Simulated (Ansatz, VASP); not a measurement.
## One calculation of WSe2, two programs

```
W Se
1.0
     3.29712    0.00000    0.00000
    -1.64856    2.85539    0.00000
     0.00000    0.00000   13.07839
W Se
2 4
Direct
  0.33333 0.66667 0.25000
  0.66667 0.33333 0.75000
  0.33333 0.66667 0.62277
  0.66667 0.33333 0.12277
  0.33333 0.66667 0.87723
  0.66667 0.33333 0.37723
```

Alike in both runs: functional r2SCAN; dispersion D3(BJ); k mesh 9 × 9 × 2; no spin polarisation.

Ansatz relaxed the structure, and its values are those at the end. VASP's run is a single point on that final structure, the one shown.

|  | VASP | Ansatz |
| --- | --- | --- |
| version | VASP 6.6.1 | Ansatz 0.2.0 |
| potentials or method | VASP PAW PBE potentials, release 64 (W_sv, Se), cutoff 520 eV | scalar-relativistic, plane waves, PAW |
| occupations | gaussian, width 0.01 eV | fixed |
| valence electrons in the cell | 52 | 92 |

```tsv
	VASP	Ansatz	Ansatz less VASP
gap on the k mesh at the Fermi level (eV)	1.23	1.23	+0.004
least direct gap on the mesh (eV)	1.61	1.61	+0.002
pressure (GPa)	0.3	0.0	-0.34
rms of the force components (eV/Å)	0.021	0.000	-0.0212
```

VASP's potentials were made for PBE, not for r2SCAN. VASP's potentials hold 52 valence electrons a cell and Ansatz's 92, so a difference there can come from the potentials and not from the codes. Ansatz's warnings: dispersion damping borrowed.

Spin-orbit coupling is off throughout.
